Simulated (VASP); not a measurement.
Wanted: the native input for a VASP 6.6.1 run.

| Property | Result |
| --- | --- |
| Task | single point |
| Functional | PBE |
| Potentials or basis | VASP PAW PBE potentials, release 64 (Cd_sv_GW, O) |
| Cutoff | 700 eV |
| k mesh | 6 × 6 × 2 |
| Occupations | gaussian, width 0.1 eV |
| Spin | no spin polarisation |
| Dipole correction | no |
| Further INCAR settings | ALGO = Normal; EDIFF = 1e-06; NBANDS = 44 |

The structure of Cd3O2 lies in POSCAR:

```
Cd3O2
1.0
    3.3424647150      0.0000000000      0.0000000000
   -1.6712323575      2.8946593544      0.0000000000
    0.0000000000      0.0000000000      8.5189497222
Cd O
3 2
Direct
    0.0000000000      0.0000000000      0.3416594819
    0.0000000000      0.0000000000      0.6583405181
    0.0000000000      0.0000000000      0.0000000000
    0.3333333333      0.6666666667      0.8311462158
    0.6666666667      0.3333333333      0.1688537842
```

The cell was generated, and may not be a known phase.

The input as run:

INCAR

```
PREC = Accurate ; ENCUT = 700
EDIFF = 1E-6 ; ISMEAR = 0
SIGMA = 0.1 ; LREAL = F
LASPH = T ; NELM = 120
ALGO = Normal ; ISIF = 2
LWAVE = F ; LCHARG = F
GGA = PE ; NBANDS = 44
GGA_COMPAT = F
```

KPOINTS

```
regular mesh
0
Gamma
  6 6 2
```

Potentials or basis: VASP PAW PBE potentials, release 64 (Cd_sv_GW, O).

Run with:

```console
$ cat potpaw_PBE.64/Cd_sv_GW/POTCAR potpaw_PBE.64/O/POTCAR > POTCAR
$ mpirun -np 1 vasp_std > vasp.out
```

It gave:

The pressure is -0.7 GPa. The largest force is 0.122 eV/Å. The band gap on the k mesh is zero (bands 36 and 37 overlap by 1.69 eV).

Caveat: the k points lie up to 0.37 Å⁻¹ apart, too coarse for converged energies and pressures of a metal.

Wall time 120 s on 1 thread of Intel(R) Xeon(R) Platinum 8259CL CPU @ 2.50GHz (Skylake/Cascade Lake) (shared host), peak memory 0.29 GiB.
